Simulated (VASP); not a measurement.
A run of VASP 6.6.1 is set up as follows.

File INCAR:

```
SYSTEM = CdS
  ALGO = Normal
  EDIFF = 1E-7
  ENCUT = 520
  GGA = PS
  ISIF = 2
  ISMEAR = 0
  LASPH = .True.
  LCHARG = .False.
  LREAL = .False.
  LWAVE = .False.
  NBANDS = 26
  NELM = 60
  PREC = Accurate
  SIGMA = 0.01
```

The input KPOINTS:

```
k-points
0
Gamma
  9 9 4
  0 0 0
```

File POSCAR:

```
CdS
1.0
    4.1245340297      0.0000000000      0.0000000000
   -2.0622670149      3.5719512485      0.0000000000
    0.0000000000      0.0000000000      6.7092066191
Cd S
2 2
Direct
    0.3333333333      0.6666666667     -0.0368285444
    0.6666666667      0.3333333333      0.4631714556
    0.3333333333      0.6666666667      0.4138285444
    0.6666666667      0.3333333333      0.9138285444
```

Potentials or basis: VASP PAW PBE potentials, release 64 (Cd, S).

The run is started by

```sh
$ cat potpaw_PBE.64/Cd/POTCAR potpaw_PBE.64/S/POTCAR > POTCAR
$ mpirun -np 1 vasp_std > vasp.out
```

Q: What does it give for the pressure?

A: 3.3 GPa.

Q: What does it give for the largest force?

A: 0.620 eV/Å.

Forces in eV/Å, atoms in the order of the input:
```
Cd   0.000  0.000  0.620
Cd   0.000  0.000  0.620
S    0.000  0.000 -0.620
S    0.000  0.000 -0.620
```

Caveat: the cell differs from its parent crystal (atoms displaced along a vibrational mode); the cell stands under pressure; the PAW data sets were made with another functional, which shifts forces and pressure a little.
